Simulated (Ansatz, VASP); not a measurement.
**InSb: VASP beside Ansatz**

The input INCAR:

```
SYSTEM = InSb
PREC     = Accurate       ! precision mode
ENCUT    = 520            ! plane-wave cutoff, eV
EDIFF    = 1E-6           ! SCF threshold, eV
ISMEAR   = 0              ! smearing method
SIGMA    = 0.1            ! smearing width, eV
LREAL    = .False.        ! projectors in reciprocal space
LASPH    = .True.         ! aspherical terms in the spheres
NELM     = 80             ! most SCF steps
ALGO     = Normal         ! electronic algorithm
ISIF     = 2              ! what is computed and relaxed
LWAVE    = .False.        ! write WAVECAR
LCHARG   = .False.        ! write CHGCAR
GGA      = PE             ! functional
IVDW     = 12             ! dispersion correction
NBANDS   = 16             ! bands
```

Contents of KPOINTS:

```
regular mesh
0
Gamma
  6 6 6
  0 0 0
```

The input POSCAR:

```
InSb
1.0
    3.8076520000      0.0000000000      0.0000000000
    0.0000000000      3.8076520000      0.0000000000
    0.0000000000      0.0000000000      3.8076520000
In Sb
1 1
Direct
    0.0000000000      0.0000000000      0.0000000000
    0.5000000000      0.5000000000      0.5000000000
```

Input for Ansatz:

```yaml
crystal:
  lattice:
    - [3.807652, 0.0, 0.0]
    - [0.0, 3.807652, 0.0]
    - [0.0, 0.0, 3.807652]
  atoms:
    - { symbol: In, position: [0.0, 0.0, 0.0] }
    - { symbol: Sb, position: [0.5, 0.5, 0.5] }
basis:
  ecutwfc: 420
kpoints:
  mp_grid: { grid: [6, 6, 6] }
hamiltonian:
  xc: pbe
  dispersion: d3bj
scf:
  occupations: { method: gaussian, width: 0.1 }
output:
  forces: true
  stress: true
  eigenvalues: true
```

Alike in both runs: task single point; functional PBE; dispersion D3(BJ); k mesh 6 × 6 × 6; occupations gaussian, width 0.1 eV; no spin polarisation.

```csv
,VASP,Ansatz
version,VASP 6.6.1,Ansatz 0.2.0
potentials or method,"VASP PAW PBE potentials, release 64 (In_d, Sb), cutoff 520 eV","scalar-relativistic, plane waves, PAW"
valence electrons in the cell,18,28
```

VASP gave:

| Property | Result |
| --- | --- |
| gap on the k mesh at the Fermi level (eV) | none |
| pressure (GPa) | -2.7 |

Problem. What did Ansatz give for the same quantities?

Solution. gap on the k mesh at the Fermi level (eV): none; pressure (GPa): -2.6.

A gap of «none» marks a metal or a gap that the smearing closes. VASP's potentials hold 18 valence electrons a cell and Ansatz's 28, so a difference there can come from the potentials and not from the codes.

Neither program's run includes spin-orbit coupling.
